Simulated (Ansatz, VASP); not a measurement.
## SnS3: VASP beside Ansatz

```
Sn S
1.0
     0.00000    3.35155    3.35155
     3.35155    0.00000    3.35155
     3.35155    3.35155    0.00000
Sn S
1 3
Direct
  0.50000 0.50000 0.50000
  0.00000 0.00000 0.00000
  0.25000 0.25000 0.25000
  0.75000 0.75000 0.75000
```

Alike in both runs: functional PBE; k mesh 4 × 4 × 4; occupations gaussian, width 0.1 eV; no spin polarisation.

Ansatz relaxed the structure, and its values are those at the end. VASP's run is a single point on that final structure, the one shown.

```csv
,VASP,Ansatz
version,VASP 6.6.1,Ansatz 0.2.0
potentials or method,"VASP PAW PBE potentials, release 64 (Sn_d, S), cutoff 520 eV","scalar-relativistic, plane waves, PAW"
valence electrons in the cell,32,32
```

VASP gave:

```
gap on the k mesh at the Fermi level (eV) : none
pressure (GPa)                            : 0.3
```

Estimate Ansatz's values.

gap on the k mesh at the Fermi level (eV): none; pressure (GPa): 0.4.

A gap of «none» marks a metal or a gap that the smearing closes. With one functional, cell and mesh, what is left measures potentials, basis and numerics.

The k mesh is coarse, so the values compare programs but aren't converged.
